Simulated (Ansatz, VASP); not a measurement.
CuO2: VASP beside Ansatz

Contents of INCAR:

```
  ALGO = Normal
  EDIFF = 1E-7
  EDIFFG = -0.01
  ENCUT = 700
  GGA = PE
  GGA_COMPAT = False
  IBRION = 2
  ISIF = 3
  ISMEAR = 0
  LASPH = True
  LCHARG = False
  LDAU = True
  LDAUJ = 0 0
  LDAUL = 2 -1
  LDAUPRINT = 1
  LDAUTYPE = 2
  LDAUU = 4 0
  LMAXMIX = 4
  LREAL = False
  LWAVE = False
  NELM = 200
  NELMIN = 4
  NSW = 80
  PREC = Accurate
  SIGMA = 0.1
```

File KPOINTS:

```
k-points
0
Gamma
  14 14 14
```

File POSCAR:

```
CuO2
1.0
    0.0000000000      2.4441472340      2.4441472340
    2.4441472340      0.0000000000      2.4441472340
    2.4441472340      2.4441472340      0.0000000000
Cu O
1 2
Direct
    0.0000000000      0.0000000000      0.0000000000
    0.2500000000      0.2500000000      0.2500000000
    0.7500000000      0.7500000000      0.7500000000
```

Input for Ansatz:

```yaml
crystal:
  lattice:
    - [0.0, 2.444147234, 2.444147234]
    - [2.444147234, 0.0, 2.444147234]
    - [2.444147234, 2.444147234, 0.0]
  atoms:
    - { symbol: Cu, position: [0.0, 0.0, 0.0] }
    - { symbol: O, position: [0.25, 0.25, 0.25] }
    - { symbol: O, position: [0.75, 0.75, 0.75] }
basis:
  ecutwfc: 420
kpoints:
  mp_grid: { grid: [14, 14, 14] }
hamiltonian:
  xc: pbe
  hubbard: { sites: [{ species: Cu, l: d, u_eff: 4.0 }] }
scf:
  occupations: { method: gaussian, width: 0.1 }
output:
  forces: true
  stress: true
  eigenvalues: true
relax:
  adjacent_minimum: "off"
  f_tol: 0.01
  max_steps: 60
  cell: { stress_tol: 0.05 }
```

Alike in both runs: task relaxation of cell and atoms; functional PBE; k mesh 14 × 14 × 14; occupations gaussian, width 0.1 eV; no spin polarisation; Hubbard terms Cu d U = 4.0 eV.

|  | VASP | Ansatz |
| --- | --- | --- |
| version | VASP 6.6.1 | Ansatz 0.2.0 |
| potentials or method | VASP PAW PBE potentials, release 64 (Cu_sv_GW, O), cutoff 700 eV | scalar-relativistic, plane waves, PAW |
| valence electrons in the cell | 31 | 31 |

Ansatz gave:

| Item | Value |
| --- | --- |
| gap on the k mesh at the Fermi level, each at its own relaxed structure (eV) | none |
| relaxed volume (Å³/atom) | 9.60 |
| relaxed cell length with the largest relative difference (Å) | 3.441 |

**Question.** Estimate VASP's values.

**Answer.** gap on the k mesh at the Fermi level, each at its own relaxed structure (eV): none; relaxed volume (Å³/atom): 9.33; relaxed cell length with the largest relative difference (Å): 3.408.

The programs project onto different local orbitals, so the same U acts differently, and such runs can settle in different states. A gap of «none» marks a metal or a gap that the smearing closes. Ansatz's warnings: filled band counts differ across k points.
